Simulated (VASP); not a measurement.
A run of VASP 6.6.1:

INCAR

```
ALGO = Normal ; EDIFF = 1E-6
EDIFFG = -0.001 ; ENCUT = 600
GGA = PS ; IBRION = 2
ISIF = 3 ; ISMEAR = 0
LASPH = T ; LCHARG = F
LREAL = F ; LWAVE = F
NELM = 60 ; NSW = 80
PREC = Accurate ; PSTRESS = 150.0
SIGMA = 0.01
```

KPOINTS

```
k-points
0
Gamma
  8 8 8
```

The input POSCAR:

```
LiMgF3
1.0
    3.4361917199      0.0000000000      0.0000000000
    0.0000000000      3.4361917199      0.0000000000
    0.0000000000      0.0000000000      3.4361917199
Li Mg F
1 1 3
Direct
    0.5000000000      0.5000000000      0.5000000000
    0.0000000000      0.0000000000      0.0000000000
    0.0000000000      0.5000000000      0.5000000000
    0.5000000000      0.5000000000      0.0000000000
    0.5000000000      0.0000000000      0.5000000000
```

Potentials or basis: VASP PAW PBE potentials, release 64 (Li_sv, Mg, F).

Launch:

```console
$ cat potpaw_PBE.64/Li_sv/POTCAR potpaw_PBE.64/Mg/POTCAR potpaw_PBE.64/F/POTCAR > POTCAR
$ mpirun -np 1 vasp_std > vasp.out
```

Hardware: 1 thread of Intel(R) Xeon(R) Platinum 8488C (Sapphire Rapids), on a shared host.

Problem. How long does it take, and how much memory?

Solution. Wall time 50 s on 1 thread of Intel(R) Xeon(R) Platinum 8488C (Sapphire Rapids) (shared host), peak memory 0.17 GiB. Counts: scf iterations 21, k points 35, ion steps 3.
